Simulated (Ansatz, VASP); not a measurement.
One calculation of Zn5O2, two programs

INCAR

```
  ALGO = Normal
  EDIFF = 1E-7
  EDIFFG = -0.08
  ENCUT = 600
  GGA = PE
  GGA_COMPAT = False
  IBRION = 2
  ISIF = 3
  ISMEAR = 0
  LASPH = True
  LCHARG = False
  LREAL = False
  LWAVE = False
  NELM = 120
  NELMIN = 4
  NSW = 36
  PREC = Accurate
  SIGMA = 0.2
```

Contents of KPOINTS:

```
k-points
0
Gamma
  4 4 4
```

File POSCAR:

```
Zn5O2
1.0
   -2.7418689700      2.7781534500      3.0036984900
    2.7418689700     -2.7781534500      3.0036984900
    2.7418689700      2.7781534500     -3.0036984900
Zn O
5 2
Direct
    0.7777849900      0.1078360500      0.3300510700
    0.7777849900      0.4477339200      0.6699489300
    0.2222150100      0.5522660800      0.3300510700
    0.2222150100      0.8921639500      0.6699489300
    0.5000000000      0.0000000000      0.5000000000
    0.8830586600      0.0000000000      0.8830586600
    0.1169413400      0.0000000000      0.1169413400
```

Input for Ansatz:

```yaml
crystal:
  lattice:
    - [-2.74186897, 2.77815345, 3.00369849]
    - [2.74186897, -2.77815345, 3.00369849]
    - [2.74186897, 2.77815345, -3.00369849]
  atoms:
    - { symbol: Zn, position: [0.77778499, 0.10783605, 0.33005107] }
    - { symbol: Zn, position: [0.77778499, 0.44773392, 0.66994893] }
    - { symbol: Zn, position: [0.22221501, 0.55226608, 0.33005107] }
    - { symbol: Zn, position: [0.22221501, 0.89216395, 0.66994893] }
    - { symbol: Zn, position: [0.5, 0.0, 0.5] }
    - { symbol: O, position: [0.88305866, 0.0, 0.88305866] }
    - { symbol: O, position: [0.11694134, 0.0, 0.11694134] }
basis:
  ecutwfc: 420
kpoints:
  mp_grid: { grid: [4, 4, 4] }
hamiltonian:
  xc: pbe
scf:
  occupations: { method: gaussian, width: 0.2 }
  lower_state_search: "off"
output:
  forces: true
  stress: true
  eigenvalues: true
relax:
  adjacent_minimum: "off"
  f_tol: 0.08
  max_steps: 16
  cell: { stress_tol: 0.8 }
```

Alike in both runs: task relaxation of cell and atoms; functional PBE; k mesh 4 × 4 × 4; occupations gaussian, width 0.2 eV; no spin polarisation.

```csv
,VASP,Ansatz
version,VASP 6.6.1,Ansatz 0.2.0
potentials or method,"VASP PAW PBE potentials, release 64 (Zn, O), cutoff 600 eV","scalar-relativistic, plane waves, PAW"
valence electrons in the cell,72,72
```

VASP gave:

```
gap on the k mesh at the Fermi level, each at its own relaxed structure (eV) : none
relaxed volume (Å³/atom)                                                     : 16.68
relaxed cell length with the largest relative difference (Å)                 : 5.457
```

Task: Which values does Ansatz return?

Result: gap on the k mesh at the Fermi level, each at its own relaxed structure (eV): none; relaxed volume (Å³/atom): 16.87; relaxed cell length with the largest relative difference (Å): 5.513.

A gap of «none» marks a metal or a gap that the smearing closes.

The k mesh is coarse, so the values compare programs but aren't converged. Noted on VASP's run: the volume moved by over 15 % at a fixed basis, so the end points are rough.
